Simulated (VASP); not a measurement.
**Si2Ni: single point with PBEsol**

Si2Ni:

```
CELL_PARAMETERS angstrom
0.00000 2.70300 2.70300
2.70300 0.00000 2.70300
2.70300 2.70300 0.00000
ATOMIC_POSITIONS crystal
Ni 0.00000 0.00000 0.00000
Si 0.75000 0.75000 0.75000
Si 0.25000 0.25000 0.25000
```

```
Program             : VASP 6.6.1
Task                : single point
Functional          : PBEsol
Potentials or basis : VASP PAW PBE potentials, release 64 (Ni_sv_GW, Si)
Cutoff              : 690 eV
k mesh              : 7 × 7 × 7
Occupations         : fermi-dirac, width 0.05 eV
Spin                : collinear spin, ferromagnetic start
Starting moments    : [1.0, 0.0, 0.0] μB
Fixed moment        : 1 μB
```

| Property | Result |
| --- | --- |
| Pressure | 2.3 GPa |
| Net moment | 1.00 μB per cell |
| Site moments | Ni +0.43; Si +0.13 μB |
| Valence electrons inside the program's atomic spheres | Ni 16.60; Si 1.59 |

It took 110 s on 1 thread of Intel(R) Xeon(R) Platinum 8375C CPU @ 2.90GHz (Ice Lake), on a shared host, peak memory 0.27 GiB.

Caveat: the PAW data sets were made with another functional, which shifts forces and pressure a little; the total moment is fixed, so each spin has its own Fermi level and the state may be an excited one.
